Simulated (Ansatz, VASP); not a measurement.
## MnS in VASP and in Ansatz

File INCAR:

```
SYSTEM = MnS
PREC = Accurate
ENCUT = 520
EDIFF = 1E-6
ISMEAR = -1
SIGMA = 0.05
LREAL = .False.
LASPH = .True.
NELM = 150
ALGO = Normal
ISIF = 2
LWAVE = .False.
LCHARG = .True.
ISPIN = 2
MAGMOM = 4 0
LORBIT = 11
LMAXMIX = 4
GGA = CA
LELF = .True.
LVHAR = .True.
NBANDS = 20
```

KPOINTS

```
Automatic mesh
0
Gamma
  8 8 8
  0 0 0
```

Contents of POSCAR:

```
MnS
1.0
    3.6833190000      0.0000000000      0.0000000000
    1.8416595000      3.1898478242      0.0000000000
    1.8416595000      1.0632826081      3.0074173700
Mn S
1 1
Direct
    0.0000000000      0.0000000000      0.0000000000
    0.5000000000      0.5000000000      0.5000000000
```

Input for Ansatz:

```yaml
crystal:
  lattice:
    a: 3.683319
    b: 3.683319
    c: 3.683319
    alpha: 60.0
    beta: 60.0
    gamma: 60.0
  atoms:
    - { symbol: Mn, position: [0.0, 0.0, 0.0] }
    - { symbol: S, position: [0.5, 0.5, 0.5] }
kpoints:
  mp_grid:
    grid: [8, 8, 8]
hamiltonian:
  xc: lda
magnetization:
  spin_polarized: true
  per_species:
    Mn: 4.0
scf:
  convergence:
    dr2_threshold: 1.0e-08
  occupations:
    method: fermi_dirac
    width: 0.05
output:
  write_density: true
  write_potential: true
  volumetric_format: [xsf, npy]
  populations: true
  bader: true
```

Alike in both runs: task single point; functional LDA; k mesh 8 × 8 × 8; occupations fermi-dirac, width 0.05 eV; collinear spin.

|  | VASP | Ansatz |
| --- | --- | --- |
| version | VASP 6.6.1 | Ansatz 0.2.0 |
| potentials or method | VASP PAW LDA potentials, release 64 (Mn_pv, S) | plane waves, PAW |
| plane-wave cutoff (eV) | 520 | 420 |
| valence electrons in the cell | 19 | 21 |

```tsv
	VASP	Ansatz	Ansatz less VASP
gap on the k mesh at the Fermi level (eV)	none	none	-
net moment per atom (μB)	2.27	2.30	+0.028
size of the moment on the site where the two differ most (μB)	0.10	0.15	+0.046
```

LDA's correlation is that of Perdew and Zunger in VASP and of Perdew and Wang (1992) in Ansatz. Site moments also hang on the region over which each program counts them. A gap of «none» marks a metal or a gap that the smearing closes. VASP's potentials hold 19 valence electrons a cell and Ansatz's 21, so a difference there can come from the potentials and not from the codes.
